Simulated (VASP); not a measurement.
Write the native input for VASP 6.6.1 that does the following.

```
Task                   : relaxation of cell and atoms
Functional             : LDA
Potentials or basis    : VASP PAW LDA potentials, release 64 (Al, P)
Cutoff                 : 500 eV
k mesh                 : 8 × 8 × 8
Occupations            : gaussian, width 0.01 eV
Spin                   : no spin polarisation
Target pressure        : 7 GPa
Dipole correction      : no
Further INCAR settings : ALGO = Normal; EDIFF = 1e-07; IBRION = 2; EDIFFG = -0.002; NSW = 100; ISIF = 3
```

The structure of AlP lies in POSCAR:

```
AlP
1.0
    0.0000000000      2.7169254661      2.7169254661
    2.7169254661      0.0000000000      2.7169254661
    2.7169254661      2.7169254661      0.0000000000
Al P
1 1
Direct
    0.0000000000      0.0000000000      0.0000000000
    0.7500000000      0.7500000000      0.7500000000
```

One way to write it, as run:

INCAR

```
SYSTEM = AlP
  ALGO = Normal
  EDIFF = 1E-7
  EDIFFG = -0.002
  ENCUT = 500
  GGA = CA
  GGA_COMPAT = .FALSE.
  IBRION = 2
  ISIF = 3
  ISMEAR = 0
  LASPH = .TRUE.
  LCHARG = .FALSE.
  LREAL = .FALSE.
  LWAVE = .FALSE.
  NELM = 120
  NELMIN = 4
  NSW = 100
  PREC = Accurate
  PSTRESS = 70.0
  SIGMA = 0.01
```

KPOINTS

```
k-points
0
G
  8 8 8
  0 0 0
```

Potentials or basis: VASP PAW LDA potentials, release 64 (Al, P).

The run is started by

```bash
$ cat potpaw_LDA.64/Al/POTCAR potpaw_LDA.64/P/POTCAR > POTCAR
$ mpirun -np 1 vasp_std > vasp.out
```

It gave:

| Quantity | Value |
| --- | --- |
| Relaxed volume | 18.76 Å³/atom |
| Relaxed cell | a = 3.758 Å, b = 3.758 Å, c = 3.758 Å, α = 60.00°, β = 60.00°, γ = 60.00° |
| Space group after relaxing (to 0.1 Å) | F-43m (No. 216) |
| Energy change on relaxing (the run minimises the enthalpy) | +27.0 meV/atom |
| Ionic steps | 6 |
| Pressure after relaxing | 7.0 GPa |
| Band gap on the k mesh | 1.27 eV (least direct gap 3.57 eV) |

Caveat: the cell is relaxed towards a set pressure, so the run minimises the enthalpy, not the energy.

Wall time 42 s on 1 thread of Intel Xeon 8259CL, on a shared host, peak memory 0.14 GiB.
